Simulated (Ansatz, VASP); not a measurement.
# One calculation of Al3GaN4, two programs

```xyz
8
Lattice="4.4071 -0.2424 -0.2424 -0.2424 4.4071 -0.2424 -0.2424 -0.2424 4.4071" Properties=species:S:1:pos:R:3 pbc="T T T"
Al    2.0824    2.0824   -0.2424
Al    2.0824   -0.2424    2.0824
Al   -0.2424    2.0824    2.0824
Ga    0.0000    0.0000    0.0000
N     3.0397    3.0397    0.7641
N     3.0397    0.7641    3.0397
N     0.7641    3.0397    3.0397
N     1.0013    1.0013    1.0013
```

Change from the starting cell: equal engineering shear yz, xz and xy -0.1100, equal normal strain along x, y and z +0.0000.

Alike in both runs: task single point; functional PBEsol; k mesh 6 × 6 × 6; occupations gaussian, width 0.05 eV; no spin polarisation.

|  | VASP | Ansatz |
| --- | --- | --- |
| version | VASP 6.6.1 | Ansatz 0.2.0 |
| potentials or method | VASP PAW PBE potentials, release 64 (Al, Ga_d, N), cutoff 520 eV | scalar-relativistic, plane waves, PAW |
| valence electrons in the cell | 42 | 42 |

Ansatz gave:

| Property | Result |
| --- | --- |
| gap on the k mesh at the Fermi level (eV) | 2.61 |
| least direct gap on the mesh (eV) | 2.61 |
| pressure (GPa) | 10.8 |
| traceless stress, the component that is largest in VASP (GPa) | 28.84 |
| rms of the force components (eV/Å) | 2.062 |

**Question.** What did VASP give for the same quantities?

**Answer.** gap on the k mesh at the Fermi level (eV): 2.60; least direct gap on the mesh (eV): 2.60; pressure (GPa): 10.8; traceless stress, the component that is largest in VASP (GPa): 29.11; rms of the force components (eV/Å): 2.082.

VASP's potentials were made for PBE, not for PBEsol. Atom by atom the forces differ by 0.042 eV/Å (rms over components).
